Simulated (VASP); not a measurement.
Set up this calculation in VASP 6.6.1, as the native input.

```
Task                   : single point
Functional             : PBEsol
Potentials or basis    : VASP PAW PBE potentials, release 64 (Ti_sv)
Cutoff                 : 520 eV
k mesh                 : 20 × 20 × 20
Occupations            : gaussian, width 0.15 eV
Spin                   : no spin polarisation
Dipole correction      : no
Further INCAR settings : ALGO = Normal; EDIFF = 1e-06; NBANDS = 12
```

The structure of Ti lies in POSCAR:

```
Ti
1.0
   -1.5753600000      1.5753600000      1.7066400000
    1.5753600000     -1.5753600000      1.7066400000
    1.5753600000      1.5753600000     -1.7066400000
Ti
1
Direct
    0.0000000000      0.0000000000      0.0000000000
```

This cell differs from its parent crystal: strain -0.040 along x and y, +0.040 along z.

The input as run:

INCAR

```
PREC = Accurate ; ENCUT = 520
EDIFF = 1E-6 ; ISMEAR = 0
SIGMA = 0.15 ; LREAL = F
LASPH = T ; NELM = 100
ALGO = Normal ; ISIF = 2
LWAVE = F ; LCHARG = T
GGA = PS ; LELF = T
LVHAR = T ; NBANDS = 12
```

KPOINTS

```
regular mesh
0
Gamma
  20 20 20
```

Potentials or basis: VASP PAW PBE potentials, release 64 (Ti_sv).

Run with:

```console
$ cat potpaw_PBE.64/Ti_sv/POTCAR > POTCAR
$ mpirun -np 1 vasp_std > vasp.out
```

Results of the run:

```
Pressure               : -2.6 GPa
Band gap on the k mesh : zero (bands 6 and 7 overlap by 1.58 eV)
```

Caveat: the cell differs from its parent crystal (strain -0.040 along x and y, +0.040 along z); the PAW data sets were made with another functional, which shifts forces and pressure a little.

Run time: 2.9 min on 1 thread of Intel Xeon 8259CL, with other jobs on the host, peak memory 0.25 GiB.
